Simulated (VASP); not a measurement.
Here is a VASP 6.6.1 calculation.

File INCAR:

```
  PREC = Accurate
  ENCUT = 600
  EDIFF = 1E-7
  ISMEAR = -1
  SIGMA = 0.1
  LREAL = F
  LASPH = T
  NELM = 60
  ALGO = Normal
  ISIF = 3
  LWAVE = F
  LCHARG = F
  GGA = CA
  IBRION = 2
  NSW = 60
  EDIFFG = -0.005
```

KPOINTS

```
regular mesh
0
Gamma
  18 18 18
```

POSCAR

```
Nb
1.0
   -1.6503519298      1.6503519298      1.6503519298
    1.6503519298     -1.6503519298      1.6503519298
    1.6503519298      1.6503519298     -1.6503519298
Nb
1
Direct
    0.0000000000      0.0000000000      0.0000000000
```

Potentials or basis: VASP PAW LDA potentials, release 64 (Nb_sv).

Run with:

```sh
$ cat potpaw_LDA.64/Nb_sv/POTCAR > POTCAR
$ mpirun -np 1 vasp_std > vasp.out
```

Q: Predict the space group after relaxing (to 0.05 Å).

A: Im-3m (No. 229).

Q: Predict the relaxed volume.

A: 17.14 Å³/atom.

Q: Estimate the relaxed cell.

A: a = 2.813 Å, b = 2.813 Å, c = 2.813 Å, α = 109.47°, β = 109.47°, γ = 109.47°.

Step by step:
```tsv
step	energy change (eV)	largest force (eV/Å)	pressure (GPa)	volume (Å³)
1	0.0000	0.0000	-8.34	17.98
2	0.0646	0.0000	20.14	15.65
3	-0.0226	0.0000	-0.26	17.16
4	-0.0226	0.0000	-0.03	17.14
```
